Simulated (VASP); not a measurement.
# Zn9HS9 (a cell with a defect) in VASP: notebook

Zn9HS9 (a cell with a defect) is run at these levels: PBE; tasks: single point.

Program: VASP 6.6.1. These are calculated values, not measurements. Logs are shortened: lines on timing, memory, paths and dates and some standing lists are left out, and cuts for length are marked.

**1. The cell of the first run**

The cell holds a defect, 19 atoms: a = 6.662 Å, b = 6.662 Å, c = 9.707 Å, α = 83.43°, β = 76.78°, γ = 60.00°.

**2. Single point, PBE**

File INCAR:

```
PREC = Accurate
ENCUT = 520
EDIFF = 1E-6
ISMEAR = 0
SIGMA = 0.02
LREAL = Auto
LASPH = T
NELM = 100
ALGO = Normal
ISIF = 2
LWAVE = F
LCHARG = T
GGA = PE
LELF = T
LVHAR = T
NBANDS = 96
NELECT = 164.0
```

File KPOINTS:

```
Automatic mesh
0
Gamma
  2 2 2
```

File POSCAR:

```
Zn9HS9
1.0
    0.0000000000     -6.6618213655      0.0000000000
    5.7693065380     -3.3309106827      0.0000000000
    0.0000000000     -2.2206071218      9.4492875734
Zn S H
9 9 1
Direct
    0.6524273870      0.6740009348      0.9872797211
    0.3048435466      0.3041261525      1.0146899357
   -0.0008946609      0.0122850120      0.9947530887
    0.4427946940      0.6592161423      0.6740052042
    0.0953771651      0.3442654653      0.6408305338
    0.7678176927      1.0167078073      0.6665392445
    0.2481212414      0.6830878155      0.3392563699
    0.9382876995      0.3237163752      0.2955717009
    0.5764515118      0.9915734174      0.3409894106
    0.6093246142      0.6703157432      0.2376135748
    0.2865414008      0.3459322168      0.2749356478
    0.9298210251     -0.0116286073      0.2486100652
    0.1307138966      0.6833166125      0.5853816975
    0.7932068343      0.3397058186      0.5604318801
    0.4666854816      0.9962483294      0.5889859904
    0.3423916285      0.6547613609      0.9219908837
   -0.0025369760      0.3499046179      0.8832205534
    0.6850790228      0.0080413477      0.9140531424
    0.1587785963      0.1763638304      0.1089022841
```

Potentials or basis: VASP PAW PBE potentials, release 64 (Zn, S, H).

Command:

```bash
$ cat potpaw_PBE.64/Zn/POTCAR potpaw_PBE.64/S/POTCAR potpaw_PBE.64/H/POTCAR > POTCAR
$ mpirun -np 1 vasp_std > vasp.out
```

OUTCAR:

```text
PREC = Accurate
   ENCUT = 520
   EDIFF = 1E-6
   ISMEAR = 0
   LREAL = Auto
   LASPH = T
   NELM = 100
   ISIF = 2
   GGA = PE
   NELECT = 164.0

 ion  position               nearest neighbor table
   1  0.652  0.674  0.987-  17 2.33  18 2.36  16 2.36  10 2.38
   2  0.305  0.304  0.015-  19 1.66  18 2.36  16 2.52  17 2.53  11 2.54
   3  0.999  0.012  0.995-  16 2.37  17 2.38  12 2.40  18 2.41
   4  0.443  0.659  0.674-  16 2.35  13 2.35  14 2.36  15 2.37
   5  0.095  0.344  0.641-  17 2.29  14 2.33  13 2.38  15 2.39
   6  0.768  0.017  0.667-  18 2.34  14 2.34  13 2.36  15 2.37
   7  0.248  0.683  0.339-  11 2.27  13 2.34  10 2.35  12 2.35
   8  0.938  0.324  0.296-  11 2.36  12 2.36  10 2.38  14 2.53
[... 8 lines left out ...]
  17  0.997  0.350  0.883-   5 2.29   1 2.33   3 2.38   2 2.53
  18  0.685  0.008  0.914-   6 2.34   1 2.36   2 2.36   3 2.41
  19  0.159  0.176  0.109-   2 1.66

  LATTYP: Found a base centered monoclinic cell.
 ALAT       =     6.6618213655
 B/A-ratio  =     1.7320508076
 C/A-ratio  =     1.4570648124
 COS(beta)  =    -0.2287704229

  Lattice vectors:

 A1 = (   5.7693065380,   3.3309106828,   0.0000000000)
 A2 = (  -5.7693065380,   3.3309106827,   0.0000000000)
 A3 = (   0.0000000000,  -2.2206071218,   9.4492875734)

Analysis of symmetry for initial positions (statically):
=====================================================================
 Subroutine PRICEL returns:
 Original cell was already a primitive cell.

 Routine SETGRP: Setting up the symmetry group for a
 base centered monoclinic supercell.

 Subroutine GETGRP returns: Found  1 space group operations
 (whereof  1 operations were pure point group operations)
 out of a pool of  4 trial point group operations.

The static configuration has the point symmetry C_1 .

Analysis of symmetry for dynamics (positions and initial velocities):
=====================================================================
 Subroutine PRICEL returns:
 Original cell was already a primitive cell.

 Routine SETGRP: Setting up the symmetry group for a
 base centered monoclinic supercell.

 Subroutine GETGRP returns: Found  1 space group operations
 (whereof  1 operations were pure point group operations)
 out of a pool of  4 trial point group operations.

The dynamic configuration has the point symmetry C_1 .

 Subroutine INISYM returns: Found  1 space group operations
 (whereof  1 operations are pure point group operations),
 and found     1 'primitive' translations

----------------------------------------------------------------------------------------

                                     Primitive cell

  volume of cell :     363.1748

  direct lattice vectors                    reciprocal lattice vectors
     0.000000000 -6.661821365  0.000000000    -0.086665528 -0.150109099 -0.035276028
     5.769306538 -3.330910683  0.000000000     0.173331057  0.000000000  0.000000000
     0.000000000 -2.220607122  9.449287573     0.000000000  0.000000000  0.105828084

  length of vectors
     6.661821365  6.661821365  9.706705498     0.176884294  0.173331057  0.105828084

  position of ions in fractional coordinates (direct lattice)
     0.652427387  0.674000935  0.987279721
     0.304843547  0.304126152  0.014689936
     0.999105339  0.012285012  0.994753089
     0.442794694  0.659216142  0.674005204
     0.095377165  0.344265465  0.640830534
     0.767817693  0.016707807  0.666539245
[... 11 lines left out ...]
     0.685079023  0.008041348  0.914053142
     0.158778596  0.176363830  0.108902284

  ion indices of the primitive-cell ions
   primitive index   ion index
                 1           1
                 2           2
                 3           3
                 4           4
                 5           5
                 6           6
[... 11 lines left out ...]
                18          18
                19          19

----------------------------------------------------------------------------------------

 KPOINTS: Automatic mesh

Automatic generation of k-mesh.
 Grid dimensions read from file:
[... 56 lines left out ...]
[... 86 lines left out ...]
     93       7.3359      0.00000
     94       7.4610      0.00000

 k-point     3 :       0.5000    0.5000    0.0000
  band No.  band energies     occupation
      1     -10.6039      2.00000
      2     -10.5474      2.00000
      3     -10.2454      2.00000
      4     -10.2135      2.00000
      5     -10.1016      2.00000
      6     -10.0609      2.00000
[... 86 lines left out ...]
     93       7.3480      0.00000
     94       7.4598      0.00000

 k-point     4 :       0.0000    0.5000    0.0000
  band No.  band energies     occupation
      1     -10.6503      2.00000
      2     -10.5148      2.00000
      3     -10.2259      2.00000
      4     -10.1667      2.00000
      5     -10.1096      2.00000
      6     -10.0726      2.00000
[... 86 lines left out ...]
     93       7.3759      0.00000
     94       7.5489      0.00000

 k-point     5 :       0.0000    0.0000    0.5000
  band No.  band energies     occupation
      1     -10.9311      2.00000
      2     -10.7982      2.00000
      3     -10.1482      2.00000
      4     -10.0388      2.00000
      5      -9.9919      2.00000
      6      -9.9163      2.00000
[... 86 lines left out ...]
     93       7.8091      0.00000
     94       7.9054      0.00000

 k-point     6 :       0.5000   -0.0000    0.5000
  band No.  band energies     occupation
      1     -10.5684      2.00000
      2     -10.4984      2.00000
      3     -10.3766      2.00000
      4     -10.2545      2.00000
      5     -10.1125      2.00000
      6      -9.9849      2.00000
[... 86 lines left out ...]
     93       7.3566      0.00000
     94       7.4771      0.00000

 k-point     7 :       0.5000    0.5000    0.5000
  band No.  band energies     occupation
      1     -10.5634      2.00000
      2     -10.4949      2.00000
      3     -10.3533      2.00000
      4     -10.2834      2.00000
      5     -10.1188      2.00000
      6      -9.9656      2.00000
[... 86 lines left out ...]
     93       7.4126      0.00000
     94       7.6320      0.00000

 k-point     8 :       0.0000    0.5000    0.5000
  band No.  band energies     occupation
      1     -10.5382      2.00000
      2     -10.4534      2.00000
      3     -10.4282      2.00000
      4     -10.2756      2.00000
      5     -10.1817      2.00000
      6      -9.9696      2.00000
[... 86 lines left out ...]
     93       7.1532      0.00000
     94       7.2887      0.00000
 [bands above 94 left out]

------------------------ aborting loop because EDIFF is reached ----------------------------------------

  FORCE on cell =-STRESS in cart. coord.  units (eV):
  Direction    XX          YY          ZZ          XY          YZ          ZX
  --------------------------------------------------------------------------------------
  -------------------------------------------------------------------------------------
  Total        8.7831230     10.9064427     12.4616278     -0.6879926     -2.8977691      0.0312001
  in kB       38.7475175     48.1147286     54.9755642     -3.0351398    -12.7837625      0.1376420
  external PRESSURE =      47.2792701 kB  Pullay stress =       0.0000000 kB

 VOLUME and BASIS-vectors are now :
 -----------------------------------------------------------------------------
  energy-cutoff  :      520.00
  volume of cell :      363.17
      direct lattice vectors                 reciprocal lattice vectors
     0.000000000 -6.661821365  0.000000000    -0.086665528 -0.150109099 -0.035276028
     5.769306538 -3.330910683  0.000000000     0.173331057  0.000000000  0.000000000
     0.000000000 -2.220607122  9.449287573     0.000000000  0.000000000  0.105828084

 POSITION                                       TOTAL-FORCE (eV/Angst)
 -----------------------------------------------------------------------------------
      3.88852     -8.78375      9.32909         0.008170      0.014108     -0.025638
      1.75460     -3.07645      0.13881        -0.021664      0.034838      0.008180
      0.07088     -8.90574      9.39971         0.023553     -0.042163      0.003529
      3.80322     -6.64231      6.36887         0.004612     -0.000463      0.013341
      1.98617     -3.20514      6.05539         0.009538     -0.006463     -0.004170
      0.09639     -6.65084      6.29832         0.005350     -0.002555      0.011930
[... 11 lines left out ...]
      0.04639     -6.62041      8.63715        -0.004309     -0.031389     -0.033341
      1.01750     -1.88704      1.02905        -0.179928     -0.048954     -0.023428
 -----------------------------------------------------------------------------------
    total drift:                                0.000892      0.001483     -0.003342

  FREE ENERGIE OF THE ION-ELECTRON SYSTEM (eV)
  ---------------------------------------------------
  free  energy   TOTEN  =       -59.3232337711 eV

  energy  without entropy=      -59.3232337711  energy(sigma->0) =      -59.32323377
```

It took 8.7 min on 1 thread of Intel Xeon Platinum 8259CL at 2.50GHz (Skylake/Cascade Lake), shared host; peak memory 0.52 GiB.

What came out:

```
Free energy   : -59.3232 eV
Largest force : 0.188 eV/Å
```

Forces on the atoms (eV/Å):
```
Zn   0.008  0.014 -0.026
Zn  -0.022  0.035  0.008
Zn   0.024 -0.042  0.004
Zn   0.005  0.000  0.013
Zn   0.010 -0.006 -0.004
Zn   0.005 -0.003  0.012
Zn   0.016 -0.008 -0.013
Zn   0.015  0.009  0.014
Zn  -0.006  0.000  0.000
S   -0.013  0.002  0.010
S    0.044  0.025 -0.041
S   -0.008  0.068  0.018
S    0.000 -0.006  0.017
S    0.027 -0.010 -0.004
S    0.017  0.012  0.001
S    0.021  0.017  0.016
S    0.041 -0.028  0.031
S   -0.004 -0.031 -0.033
H   -0.180 -0.049 -0.023
```

Levels at points of the mesh, in eV from the Fermi level:
```csv
k point,band 79,band 80,band 81,band 82,band 83,band 84,band 85,band 86
"(0.00, 0.00, 0.00)",-1.24,-1.20,-1.17,-0.47,1.29,1.93,2.22,2.95
"(0.50, 0.00, 0.00)",-2.01,-1.79,-1.75,-0.15,1.94,2.43,2.76,2.93
"(0.50, 0.50, 0.00)",-2.00,-1.76,-1.72,-0.36,2.34,2.40,2.68,2.90
"(0.00, 0.50, 0.00)",-2.03,-1.77,-1.69,-0.23,2.21,2.34,2.83,2.97
"(0.00, 0.00, 0.50)",-1.42,-1.37,-1.34,-0.40,1.75,1.94,2.40,2.96
"(0.50, 0.00, 0.50)",-2.13,-1.97,-1.80,-0.42,2.18,2.57,2.72,2.93
"(0.50, 0.50, 0.50)",-2.15,-1.96,-1.81,-0.39,2.07,2.38,2.63,2.92
"(0.00, 0.50, 0.50)",-2.05,-1.99,-1.81,-0.37,2.09,2.47,2.72,2.89
```

Caveat: the k points lie up to 0.56 Å⁻¹ apart; the cell carries a net charge on a neutralising background, which shifts energy and pressure; the cell is charged against a uniform background, so pressure and absolute levels hang on convention.

**3. Single point, PBE**

File INCAR:

```
SYSTEM = Zn9HS9
PREC = Accurate
ENCUT = 520
EDIFF = 1E-7
ISMEAR = 0
SIGMA = 0.02
LREAL = Auto
LASPH = .TRUE.
NELM = 60
ALGO = Normal
ISIF = 2
LWAVE = .FALSE.
LCHARG = .FALSE.
GGA = PE
NELECT = 164.0
NBANDS = 96
```

File KPOINTS:

```
Automatic mesh
0
G
  2 2 2
  0 0 0
```

File POSCAR:

```
Zn9HS9
1.0
    0.0000000000     -6.6618213655      0.0000000000
    5.7693065380     -3.3309106827      0.0000000000
    0.0000000000     -2.2206071218      9.4492875734
Zn S H
9 9 1
Direct
    0.6586557067      0.6628659744      0.9893235789
    0.2987557341      0.3298474414      1.0183144417
   -0.0133770518      0.0103125046      0.9914651160
    0.4447844876      0.6550847966      0.6711138751
    0.0977942470      0.3375367537      0.6359258254
    0.7645830789      1.0172267605      0.6690983792
    0.2531081480      0.6814680368      0.3413965312
    0.9413735398      0.3318128422      0.2918930108
    0.5949931199      0.9875796965      0.3418778373
    0.6056955611      0.6789576831      0.2400104751
    0.3042453402      0.3366837916      0.2813344371
    0.9466780026     -0.0148828979      0.2432325170
    0.1268701228      0.6822674396      0.5878586038
    0.7924354779      0.3366395922      0.5571561834
    0.4706953285      0.9907140420      0.5886943282
    0.3406247186      0.6591986359      0.9201885256
   -0.0012132448      0.3376201259      0.8783210306
    0.6681333331      0.0106276204      0.9180946111
    0.0748407348      0.3014908271      0.1127414095
```

Potentials or basis: VASP PAW PBE potentials, release 64 (Zn, S, H).

Command:

```bash
$ cat potpaw_PBE.64/Zn/POTCAR potpaw_PBE.64/S/POTCAR potpaw_PBE.64/H/POTCAR > POTCAR
$ mpirun -np 1 vasp_std > vasp.out
```

It took 9.7 min on 1 thread of Intel Xeon Platinum 8259CL at 2.50GHz (Skylake/Cascade Lake), shared host; peak memory 0.5 GiB.

It converged, with:

* Free energy: -59.2793 eV
* Largest force: 0.039 eV/Å

Forces in eV/Å, atoms in the order of the input:
```
Zn  -0.018 -0.010 -0.002
Zn   0.029 -0.024  0.012
Zn   0.015  0.014  0.003
Zn   0.002  0.003  0.008
Zn   0.004  0.008  0.002
Zn  -0.001  0.000  0.006
Zn   0.003 -0.004 -0.001
Zn   0.015  0.000  0.006
Zn  -0.002 -0.004  0.004
S    0.002  0.004  0.002
S   -0.004 -0.010 -0.001
S   -0.010 -0.002 -0.007
S   -0.003 -0.001  0.004
S    0.000 -0.003 -0.025
S   -0.003  0.000 -0.008
S   -0.027  0.019 -0.002
S    0.015  0.000  0.003
S   -0.006 -0.019 -0.005
H   -0.012  0.030  0.001
```

Levels at points of the mesh, in eV from the Fermi level:
```csv
k point,band 78,band 79,band 80,band 81,band 82,band 83,band 84,band 85,band 86,band 87
"(0.00, 0.00, 0.00)",-1.65,-1.22,-1.18,-1.14,-0.44,1.23,2.03,2.20,3.00,3.00
"(0.50, 0.00, 0.00)",-2.05,-1.99,-1.77,-1.70,-0.13,2.06,2.36,2.73,2.88,3.03
"(0.50, 0.50, 0.00)",-2.05,-2.00,-1.76,-1.69,-0.18,2.17,2.35,2.74,2.85,3.07
"(0.00, 0.50, 0.00)",-2.18,-1.99,-1.74,-1.68,-0.26,2.24,2.43,2.78,2.95,3.18
"(0.00, 0.00, 0.50)",-1.47,-1.42,-1.35,-1.30,-0.47,1.79,1.96,2.43,3.00,3.38
"(0.50, 0.00, 0.50)",-2.12,-2.09,-1.95,-1.76,-0.43,2.28,2.39,2.77,2.86,2.96
"(0.50, 0.50, 0.50)",-2.10,-2.08,-1.94,-1.77,-0.42,2.20,2.38,2.74,2.87,2.96
"(0.00, 0.50, 0.50)",-2.01,-1.97,-1.95,-1.74,-0.42,1.98,2.66,2.73,2.78,2.82
```

Caveat: the k points lie up to 0.56 Å⁻¹ apart; the cell carries a net charge on a neutralising background, which shifts energy and pressure; the cell is charged against a uniform background, so pressure and absolute levels hang on convention.

**4. Single point, PBE**

File INCAR:

```
PREC = Accurate
ENCUT = 520
EDIFF = 1E-6
ISMEAR = 0
SIGMA = 0.02
LREAL = Auto
LASPH = T
NELM = 60
ALGO = Normal
ISIF = 2
LWAVE = F
LCHARG = F
GGA = PE
NBANDS = 96
NELECT = 164.0
```

File KPOINTS:

```
regular mesh
0
Gamma
  2 2 2
```

File POSCAR:

```
Zn9HS9
1.0
    0.0000000000     -6.6618213655      0.0000000000
    5.7693065380     -3.3309106827      0.0000000000
    0.0000000000     -2.2206071218      9.4492875734
Zn S H
9 9 1
Direct
    0.6698872568      0.6548705594      0.9941418257
    0.2825645816      0.3517303140      1.0151237250
   -0.0108097863     -0.0013774619      0.9874142286
    0.4500093779      0.6505528828      0.6672073372
    0.1034756219      0.3268585206      0.6386183036
    0.7663224790      1.0118484711      0.6733373231
    0.2381638311      0.6798853509      0.3419811256
    0.9357393394      0.3430493746      0.2884642867
    0.5998774436      0.9863103932      0.3410332234
    0.5854973665      0.6848965251      0.2474372784
    0.3047349274      0.3254046197      0.2779112160
    0.9479002528     -0.0034338616      0.2379411128
    0.1273072615      0.6745462343      0.5892980774
    0.7978643275      0.3294198336      0.5587608546
    0.4777103185      0.9854874173      0.5874607961
    0.3523404092      0.6589516392      0.9151475106
    0.0101491166      0.3220087176      0.8819696655
    0.6634572054      0.0095567812      0.9218793409
    0.0119294481      0.4535961095      0.1129132743
```

Command:

```bash
$ cat potpaw_PBE.64/Zn/POTCAR potpaw_PBE.64/S/POTCAR potpaw_PBE.64/H/POTCAR > POTCAR
$ mpirun -np 1 vasp_std > vasp.out
```

Run time: 8.4 min. Hardware: 1 thread of Intel Xeon Platinum 8259CL at 2.50GHz (Skylake/Cascade Lake), shared host; peak memory 0.52 GiB.

It converged, with:

- Free energy: -59.2921 eV
- Largest force: 0.079 eV/Å

Forces in eV/Å, atoms in the order of the input:
```
Zn  -0.007  0.013  0.010
Zn   0.004 -0.048 -0.002
Zn  -0.016 -0.003  0.014
Zn  -0.010 -0.003 -0.015
Zn  -0.014  0.006  0.014
Zn  -0.007 -0.010 -0.002
Zn  -0.019  0.027  0.004
Zn   0.015  0.007  0.006
Zn  -0.011  0.002  0.015
S   -0.006 -0.010  0.002
S    0.006 -0.010 -0.006
S    0.006 -0.008 -0.020
S   -0.011  0.001  0.009
S   -0.002  0.008 -0.025
S   -0.012  0.000 -0.022
S   -0.029 -0.009  0.017
S   -0.003  0.012 -0.020
S    0.042  0.004  0.012
H    0.075  0.022  0.010
```

Levels at points of the mesh, in eV from the Fermi level:
```tsv
k point	band 78	band 79	band 80	band 81	band 82	band 83	band 84	band 85	band 86	band 87
(0.00, 0.00, 0.00)	-1.66	-1.21	-1.17	-1.13	-0.46	1.28	2.00	2.23	2.98	3.06
(0.50, 0.00, 0.00)	-2.04	-1.98	-1.72	-1.67	-0.30	2.32	2.39	2.73	2.88	3.19
(0.50, 0.50, 0.00)	-2.04	-2.00	-1.75	-1.68	-0.11	1.96	2.43	2.78	2.92	3.06
(0.00, 0.50, 0.00)	-2.19	-1.99	-1.73	-1.65	-0.23	2.28	2.38	2.83	2.95	3.20
(0.00, 0.00, 0.50)	-1.42	-1.40	-1.36	-1.30	-0.44	1.78	1.99	2.42	2.97	3.43
(0.50, 0.00, 0.50)	-2.10	-2.08	-1.92	-1.75	-0.41	2.11	2.41	2.68	2.95	2.96
(0.50, 0.50, 0.50)	-2.16	-2.09	-1.95	-1.73	-0.42	2.27	2.50	2.75	2.94	3.00
(0.00, 0.50, 0.50)	-2.00	-1.98	-1.96	-1.72	-0.38	2.07	2.55	2.76	2.86	2.89
```

Caveat: the k points lie up to 0.56 Å⁻¹ apart; the cell carries a net charge on a neutralising background, which shifts energy and pressure; the cell is charged against a uniform background, so pressure and absolute levels hang on convention.
